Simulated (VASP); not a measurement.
# Sn3H2 (R-3m) in VASP: notebook

Sn3H2 is run at these levels: PBE; tasks: single point, relaxation of cell and atoms.

Everything below comes from runs of VASP 6.6.1. Logs are shortened: lines on timing, memory, paths and dates and some standing lists are left out, and cuts for length are marked.

## (1) The cell of the first run

Symmetry: R-3m, No. 166, trigonal system. Conventional cell: a = 3.560 Å, b = 3.560 Å, c = 24.754 Å, α = 90.00°, β = 90.00°, γ = 120.00°. Within 3.7 Å of Sn (site symmetry -3m) lie 6 H at 2.64 Å and 12 Sn at 3.56 to 3.69 Å. Sn (site symmetry 3m) has 3 H at 2.50 Å and 3 Sn at 2.95 Å within 3.3 Å. H (site symmetry 3m) has 6 Sn at 2.50 to 2.64 Å within 3.3 Å.

## (2) Single point, PBE

Contents of INCAR:

```
  PREC = Accurate
  ENCUT = 520
  EDIFF = 1E-7
  ISMEAR = 0
  SIGMA = 0.1
  LREAL = False
  LASPH = True
  NELM = 60
  ALGO = Normal
  ISIF = 2
  LWAVE = False
  LCHARG = False
  GGA = PE
  NBANDS = 30
```

Contents of KPOINTS:

```
Automatic mesh
0
Gamma
  6 6 6
```

Contents of POSCAR:

```
Sn3H2
1.0
    1.7800406057      1.0277069228      8.2513911430
   -1.7800406057      1.0277069228      8.2513911430
    0.0000000000     -2.0554138457      8.2513911430
Sn H
3 2
Direct
    0.0000000000      0.0000000000      0.0000000000
    0.2095000000      0.2095000000      0.2095000000
    0.7905000000      0.7905000000      0.7905000000
    0.4000000000      0.4000000000      0.4000000000
    0.6000000000      0.6000000000      0.6000000000
```

Potentials or basis: VASP PAW PBE potentials, release 64 (Sn_d, H).

Started as:

```console
$ cat potpaw_PBE.64/Sn_d/POTCAR potpaw_PBE.64/H/POTCAR > POTCAR
$ mpirun -np 1 vasp_std > vasp.out
```

OUTCAR:

```text
PREC = Accurate
   ENCUT = 520
   EDIFF = 1E-7
   ISMEAR = 0
   LREAL = False
   LASPH = True
   NELM = 60
   ISIF = 2
   GGA = PE

 ion  position               nearest neighbor table
   1  0.000  0.000  0.000-   3 3.69   2 3.69   3 3.69   3 3.69   2 3.69   2 3.69
   2  0.209  0.209  0.209-   3 2.95   3 2.95   3 2.95   1 3.69   1 3.69   1 3.69
   3  0.791  0.791  0.791-   2 2.95   2 2.95   2 2.95   1 3.69   1 3.69   1 3.69
   4  0.400  0.400  0.400-
   5  0.600  0.600  0.600-

  LATTYP: Found a trigonal (rhomboedric) cell.
 ALAT       =     8.5035393732
 COS(alpha) =     0.9123624232

  Lattice vectors:

 A1 = (   1.7800406057,   1.0277069228,   8.2513911430)
 A2 = (  -1.7800406057,   1.0277069228,   8.2513911430)
 A3 = (   0.0000000000,  -2.0554138457,   8.2513911430)

Analysis of symmetry for initial positions (statically):
=====================================================================
 Subroutine PRICEL returns:
 Original cell was already a primitive cell.

 Routine SETGRP: Setting up the symmetry group for a
 trigonal (rhombohedral) supercell.

 Subroutine GETGRP returns: Found 12 space group operations
 (whereof 12 operations were pure point group operations)
 out of a pool of 12 trial point group operations.

The static configuration has the point symmetry D_3d.

Analysis of symmetry for dynamics (positions and initial velocities):
=====================================================================
 Subroutine PRICEL returns:
 Original cell was already a primitive cell.

 Routine SETGRP: Setting up the symmetry group for a
 trigonal (rhombohedral) supercell.

 Subroutine GETGRP returns: Found 12 space group operations
 (whereof 12 operations were pure point group operations)
 out of a pool of 12 trial point group operations.

The dynamic configuration has the point symmetry D_3d.

 Subroutine INISYM returns: Found 12 space group operations
 (whereof 12 operations are pure point group operations),
 and found     1 'primitive' translations

----------------------------------------------------------------------------------------

                                     Primitive cell

  volume of cell :      90.5686

  direct lattice vectors                    reciprocal lattice vectors
     1.780040606  1.027706923  8.251391143     0.280892469  0.162173342  0.040397228
    -1.780040606  1.027706923  8.251391143    -0.280892469  0.162173342  0.040397228
     0.000000000 -2.055413846  8.251391143     0.000000000 -0.324346685  0.040397228

  length of vectors
     8.503539373  8.503539373  8.503539373     0.326852731  0.326852731  0.326852731

  position of ions in fractional coordinates (direct lattice)
     0.000000000  0.000000000  0.000000000
     0.209500000  0.209500000  0.209500000
     0.790500000  0.790500000  0.790500000
     0.400000000  0.400000000  0.400000000
     0.600000000  0.600000000  0.600000000

  ion indices of the primitive-cell ions
   primitive index   ion index
                 1           1
                 2           2
                 3           3
                 4           4
                 5           5

----------------------------------------------------------------------------------------

 KPOINTS: Automatic mesh

Automatic generation of k-mesh.
 Grid dimensions read from file:
 generate k-points for:    6    6    6

 Generating k-lattice:

  Cartesian coordinates                     Fractional coordinates (reciprocal lattice)
     0.046815411  0.027028890  0.006732871     0.166666667  0.000000000  0.000000000
    -0.046815411  0.027028890  0.006732871     0.000000000  0.166666667  0.000000000
     0.000000000 -0.054057781  0.006732871     0.000000000  0.000000000  0.166666667

  Length of vectors
     0.054475455  0.054475455  0.054475455

  Shift w.r.t. Gamma in fractional coordinates (k-lattice)
     0.000000000  0.000000000  0.000000000

 Subroutine IBZKPT returns following result:
 ===========================================

 Found     32 irreducible k-points:

 Following reciprocal coordinates:
            Coordinates               Weight
  0.000000  0.000000  0.000000      1.000000
  0.166667  0.000000  0.000000      6.000000
  0.333333  0.000000  0.000000      6.000000
  0.500000  0.000000  0.000000      3.000000
  0.166667  0.166667  0.000000      6.000000
  0.333333  0.166667  0.000000     12.000000
[... 16 lines left out ...]
  0.500000  0.500000  0.166667      6.000000
 -0.333333  0.500000  0.166667     12.000000
 [... further k-points ...]
   k-points           NKPTS =     32   k-points in BZ     NKDIM =     32   number of bands    NBANDS=     30
   number of dos      NEDOS =    301   number of ions     NIONS =      5
   total plane-waves  NPLWV = 262144
   dimension x,y,z NGX =    64 NGY =   64 NGZ =   64
   dimension x,y,z NGXF=   128 NGYF=  128 NGZF=  128
   ions per type =               3   2
   NGX,Y,Z   is equivalent  to a cutoff of  12.51, 12.51, 12.51 a.u.
   NGXF,Y,Z  is equivalent  to a cutoff of  25.02, 25.02, 25.02 a.u.
 SYSTEM =  unknown system
   PREC   = accura    normal or accurate (medium, high low for compatibility)
   ISTART =      0    job   : 0-new  1-cont  2-samecut
   ICHARG =      2    charge: 1-file 2-atom 10-const
   ISPIN  =      1    spin polarized calculation?
   LNONCOLLINEAR =      F non collinear calculations
   LSORBIT =      F    spin-orbit coupling
   LASPH  =      T    aspherical Exc in radial PAW
   ENCUT  =  520.0 eV  38.22 Ry    6.18 a.u.  15.81 15.81 15.81*2*pi/ulx,y,z
   NELM   =     60;   NELMIN=  2; NELMDL= -5     # of ELM steps
   EDIFF  = 0.1E-06   stopping-criterion for ELM
   LREAL  =      F    real-space projection
   EDIFFG = 0.1E-05   stopping-criterion for IOM
   NSW    =      0    number of steps for IOM
   IBRION =     -1    ionic relax: 0-MD 1-quasi-New 2-CG
   NFREE  =      0    steps in history (QN), initial steepest desc. (CG)
   ISIF   =      2    stress and relaxation
   ISYM   =      2    0-nonsym 1-usesym 2-fastsym
   POTIM  = 0.5000    time-step for ionic-motion
   TEBEG  =    0.0;   TEEND  =   0.0 temperature during run
   PSTRESS=    0.0 pullay stress
   NELECT =      44.0000    total number of electrons
   NUPDOWN=      -1.0000    fix difference up-down
   EMIN   =  10.00;   EMAX   =-10.00  energy-range for DOS
   EFERMI =   0.00;   METHOD = LEGACY
   ISMEAR =     0;   SIGMA  =   0.10  broadening in eV -4-tet -1-fermi 0-gaus
   EFERMI_NEDOS =   21; number of points for ismear=-14 and -15
   IALGO  =     38    algorithm
   IMIX   =      4    mixing-type and parameters
     AMIX     =   0.40;   BMIX     =  1.00
     AMIX_MAG =   1.60;   BMIX_MAG =  1.00
  volume/ion in A,a.u.               =      18.11       122.24
  Fermi-wavevector in a.u.,A,eV,Ry     =   1.286964  2.432010 22.535020  1.656277
  Thomas-Fermi vector in A             =   2.419007
   LORBIT       =      0    0 simple, 1 ext, 2 COOP (PROOUT), +10 PAW based schemes
   GGA     = PE    functional components
   LHFCALC =     F    Hartree Fock is set to
   AEXX    =    0.0000 exact exchange contribution
   IVDW    =     0    specifies the selected vdW correction
   LEPSILON=     F    determine dielectric tensor
   LRPA    =     F    only Hartree local field effects (RPA)
 non-spin polarized calculation
 Gauss-broadening in eV      SIGMA  =   0.10
  energy-cutoff  :      520.00
  volume of cell :       90.57
 maximum number of plane-waves:      2485
   NGX = 31   NGY = 31   NGZ = 31

 number of electron      44.0000003 magnetization

 Free energy of the ion-electron system (eV)
  ---------------------------------------------------
  ext. energy  EPLUGINS =         0.00000000
  ---------------------------------------------------
  free energy    TOTEN  =       -15.68576056 eV

  energy without entropy =      -15.67461824  energy(sigma->0) =      -15.68018940

 E-fermi :   7.2823     XC(G=0): -10.2430

 val. band max:        7.1960471860   @ k =  -0.3333   0.5000   0.1667
 cond. band min:       7.2836689657   @ k =   0.5000   0.1667   0.0000
 fundamental gap:      0.0876217797
 Fermi energy:         7.2823005541

 k-point     1 :       0.0000    0.0000    0.0000
  band No.  band energies     occupation
      1     -14.4137      2.00000
      2     -14.3720      2.00000
      3     -14.3720      2.00000
      4     -14.3496      2.00000
      5     -14.3496      2.00000
      6     -14.3428      2.00000
[... 22 lines left out ...]
     29      14.4713      0.00000
     30      15.7715      0.00000

 k-point     2 :       0.1667    0.0000    0.0000
  band No.  band energies     occupation
      1     -14.4049      2.00000
      2     -14.3719      2.00000
      3     -14.3623      2.00000
      4     -14.3595      2.00000
      5     -14.3548      2.00000
      6     -14.3445      2.00000
[... 22 lines left out ...]
     29      13.9863      0.00000
     30      14.3397      0.00000

 k-point     3 :       0.3333    0.0000    0.0000
  band No.  band energies     occupation
      1     -14.4045      2.00000
      2     -14.3825      2.00000
      3     -14.3641      2.00000
      4     -14.3612      2.00000
      5     -14.3512      2.00000
      6     -14.3316      2.00000
[... 22 lines left out ...]
     29      12.9993      0.00000
     30      13.0084      0.00000

 k-point     4 :       0.5000    0.0000    0.0000
  band No.  band energies     occupation
      1     -14.4088      2.00000
      2     -14.3910      2.00000
      3     -14.3686      2.00000
      4     -14.3559      2.00000
      5     -14.3396      2.00000
      6     -14.3298      2.00000
[... 616 lines left out ...]
     29      13.1643      0.00000
     30      14.5695      0.00000

 k-point    23 :       0.5000    0.5000    0.1667
  band No.  band energies     occupation
      1     -14.4052      2.00000
      2     -14.3790      2.00000
      3     -14.3698      2.00000
      4     -14.3541      2.00000
      5     -14.3466      2.00000
      6     -14.3426      2.00000
[... 22 lines left out ...]
     29      12.2765      0.00000
     30      12.8545      0.00000

 k-point    24 :      -0.3333    0.5000    0.1667
  band No.  band energies     occupation
      1     -14.3910      2.00000
      2     -14.3872      2.00000
      3     -14.3637      2.00000
      4     -14.3594      2.00000
      5     -14.3471      2.00000
      6     -14.3319      2.00000
[... 22 lines left out ...]
     29      12.8342      0.00000
     30      14.5935      0.00000

 [... further k-points ...]
[... 5 lines left out ...]
  --------------------------------------------------------------------------------------
  -------------------------------------------------------------------------------------
  Total        0.3735948      0.3735948      1.6141699      0.0000000     -0.0000000      0.0000000
  in kB        6.6089694      6.6089694     28.5550027      0.0000000     -0.0000000      0.0000000
  external PRESSURE =      13.9243138 kB  Pullay stress =       0.0000000 kB

 VOLUME and BASIS-vectors are now :
 -----------------------------------------------------------------------------
  energy-cutoff  :      520.00
  volume of cell :       90.57
      direct lattice vectors                 reciprocal lattice vectors
     1.780040606  1.027706923  8.251391143     0.280892469  0.162173342  0.040397228
    -1.780040606  1.027706923  8.251391143    -0.280892469  0.162173342  0.040397228
     0.000000000 -2.055413846  8.251391143     0.000000000 -0.324346685  0.040397228

 POSITION                                       TOTAL-FORCE (eV/Angst)
 -----------------------------------------------------------------------------------
      0.00000      0.00000      0.00000        -0.000000     -0.000000      0.000000
      0.00000     -0.00000      5.18600         0.000000     -0.000000      1.687190
      0.00000     -0.00000     19.56817         0.000000      0.000000     -1.687190
      0.00000     -0.00000      9.90167         0.000000      0.000000     -0.047824
      0.00000     -0.00000     14.85250         0.000000     -0.000000      0.047824
 -----------------------------------------------------------------------------------
    total drift:                               -0.000000     -0.000000     -0.000000

  FREE ENERGIE OF THE ION-ELECTRON SYSTEM (eV)
  ---------------------------------------------------
  free  energy   TOTEN  =       -15.6857605561 eV

  energy  without entropy=      -15.6746182397  energy(sigma->0) =      -15.68018940
```

Run time: 6.3 min. Hardware: 1 thread of AMD EPYC 9R45 (Zen 5), shared host; peak memory 0.51 GiB.

What came out:

* Free energy: -15.6858 eV
* Pressure: 1.4 GPa
* Largest force: 1.687 eV/Å
* Band gap on the k mesh: zero (bands 22 and 23 overlap by 5.49 eV)

Forces on the atoms (eV/Å):
```
Sn   0.000  0.000  0.000
Sn   0.000  0.000  1.687
Sn   0.000  0.000 -1.687
H    0.000  0.000 -0.048
H    0.000  0.000  0.048
```

Caveat: spin-orbit coupling is left out, which moves the levels of the heavy elements; forces of over 1 eV/Å act on the atoms, so gaps and moduli don't describe the material at rest.

## (3) Single point, PBE

This run uses another cell than the first one, of 18.55 Å³/atom.

Contents of INCAR:

```
  PREC = Accurate
  ENCUT = 520
  EDIFF = 1E-7
  ISMEAR = 0
  SIGMA = 0.1
  LREAL = False
  LASPH = True
  NELM = 80
  ALGO = Normal
  ISIF = 2
  LWAVE = False
  LCHARG = True
  GGA = PE
  LELF = True
  LVHAR = True
  NBANDS = 30
```

Contents of KPOINTS:

```
regular mesh
0
Gamma
  6 6 6
```

Contents of POSCAR:

```
Sn3H2
1.0
    1.7983759143      1.0382928182      8.2774671318
   -1.7983759143      1.0382928182      8.2774671318
    0.0000000000     -2.0765856365      8.2774671318
Sn H
3 2
Direct
    0.0000000000      0.0000000000      0.0000000000
    0.2228208798      0.2228208798      0.2228208798
    0.7771791202      0.7771791202      0.7771791202
    0.4150018345      0.4150018345      0.4150018345
    0.5849981655      0.5849981655      0.5849981655
```

Potentials or basis: VASP PAW PBE potentials, release 64 (Sn_d, H).

Started as:

```console
$ cat potpaw_PBE.64/Sn_d/POTCAR potpaw_PBE.64/H/POTCAR > POTCAR
$ mpirun -np 1 vasp_std > vasp.out
```

It took 6.6 min on 1 thread of AMD EPYC 9R45 (Zen 5), shared host; peak memory 0.51 GiB.

Results (log left out):

| Property | Result |
| --- | --- |
| Free energy | -16.2162 eV |
| Pressure | 0.0 GPa |
| Largest force | 0.033 eV/Å |
| Band gap on the k mesh | zero (bands 22 and 23 overlap by 5.44 eV) |

Forces in eV/Å, atoms in the order of the input:
```
Sn   0.000  0.000  0.000
Sn   0.000  0.000  0.033
Sn   0.000  0.000 -0.033
H    0.000  0.000  0.029
H    0.000  0.000 -0.029
```

Stress tensor (GPa, compression positive):
```
 0.08  0.00  0.00
 0.00  0.08  0.00
 0.00  0.00 -0.02
```

Levels at points of the mesh, in eV from the Fermi level:
| k point | band 19 | band 20 | band 21 | band 22 | band 23 | band 24 | band 25 | band 26 |
| --- | --- | --- | --- | --- | --- | --- | --- | --- |
| (0.00, 0.00, 0.00) | -2.61 | -1.18 | 2.27 | 3.55 | 4.43 | 4.43 | 4.62 | 4.62 |
| (0.50, 0.00, 0.00) | -4.98 | -4.55 | -2.82 | 0.62 | 0.72 | 1.59 | 1.61 | 1.73 |
| (0.50, 0.50, 0.00) | -5.89 | -3.32 | -2.53 | -0.64 | 0.02 | 1.01 | 2.36 | 2.96 |
| (0.50, 0.50, 0.50) | -4.85 | 1.37 | 1.78 | 4.17 | 4.17 | 4.52 | 4.80 | 5.11 |

Caveat: spin-orbit coupling is left out, which moves the levels of the heavy elements.

[end of part 1 of 2]
